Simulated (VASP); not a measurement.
Input of a VASP 6.6.1 run:

INCAR

```
PREC = Accurate ; ENCUT = 520
EDIFF = 1E-6 ; ISMEAR = -1
SIGMA = 0.1 ; LREAL = F
LASPH = T ; NELM = 80
ALGO = Normal ; ISIF = 2
LWAVE = F ; LCHARG = T
GGA = PE ; LELF = T
LVHAR = T ; NBANDS = 19
```

KPOINTS

```
regular mesh
0
Gamma
  12 12 12
```

Contents of POSCAR:

```
TiO2
1.0
    0.0000000000      2.1645133488      2.1645133488
    2.1645133488      0.0000000000      2.1645133488
    2.1645133488      2.1645133488      0.0000000000
Ti O
1 2
Direct
    0.0000000000      0.0000000000      0.0000000000
    0.2500000000      0.2500000000      0.2500000000
    0.7500000000      0.7500000000      0.7500000000
```

Potentials or basis: VASP PAW PBE potentials, release 64 (Ti_sv, O).

Run with:

```bash
$ cat potpaw_PBE.64/Ti_sv/POTCAR potpaw_PBE.64/O/POTCAR > POTCAR
$ mpirun -np 1 vasp_std > vasp.out
```

Task: Predict the pressure.

Result: 164.6 GPa.

Task: What does it give for the band gap on the k mesh?

Result: 1.25 eV, indirect (least direct gap 2.42 eV).

 A k mesh can miss the band edges.
